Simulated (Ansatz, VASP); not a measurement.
# Hg in VASP and in Ansatz

INCAR

```
SYSTEM = Hg
PREC = Accurate ; ENCUT = 520
EDIFF = 1E-7 ; ISMEAR = 0
SIGMA = 0.1 ; LREAL = .False.
LASPH = .True. ; NELM = 60
ALGO = Normal ; ISIF = 2
LWAVE = .False. ; LCHARG = .False.
GGA = PE ; IVDW = 12
NBANDS = 12
```

KPOINTS

```
regular mesh
0
Gamma
  16 16 16
  0 0 0
```

POSCAR

```
Hg
1.0
    0.0000000000      2.3398144970      2.3398144970
    2.3398144970      0.0000000000      2.3398144970
    2.3398144970      2.3398144970      0.0000000000
Hg
1
Direct
    0.0000000000      0.0000000000      0.0000000000
```

Input for Ansatz:

```yaml
crystal:
  lattice:
    - [0.0, 2.339814497, 2.339814497]
    - [2.339814497, 0.0, 2.339814497]
    - [2.339814497, 2.339814497, 0.0]
  atoms:
    - { symbol: Hg, position: [0.0, 0.0, 0.0] }
basis:
  ecutwfc: 420
kpoints:
  mp_grid: { grid: [16, 16, 16] }
hamiltonian:
  xc: pbe
  dispersion: d3bj
scf:
  occupations: { method: gaussian, width: 0.1 }
output:
  forces: true
  stress: true
  eigenvalues: true
```

Alike in both runs: task single point; functional PBE; dispersion D3(BJ); k mesh 16 × 16 × 16; occupations gaussian, width 0.1 eV; no spin polarisation.

|  | VASP | Ansatz |
| --- | --- | --- |
| version | VASP 6.6.1 | Ansatz 0.2.0 |
| potentials or method | VASP PAW PBE potentials, release 64 (Hg), cutoff 520 eV | scalar-relativistic, plane waves, PAW |
| valence electrons in the cell | 12 | 20 |

Ansatz gave:

```
gap on the k mesh at the Fermi level (eV) : none
pressure (GPa)                            : -0.4
```

Task: Which values does VASP return?

Result: gap on the k mesh at the Fermi level (eV): none; pressure (GPa): -0.2.

A gap of «none» marks a metal or a gap that the smearing closes. VASP's potentials hold 12 valence electrons a cell and Ansatz's 20, so a difference there can come from the potentials and not from the codes.

Neither program's run includes spin-orbit coupling.
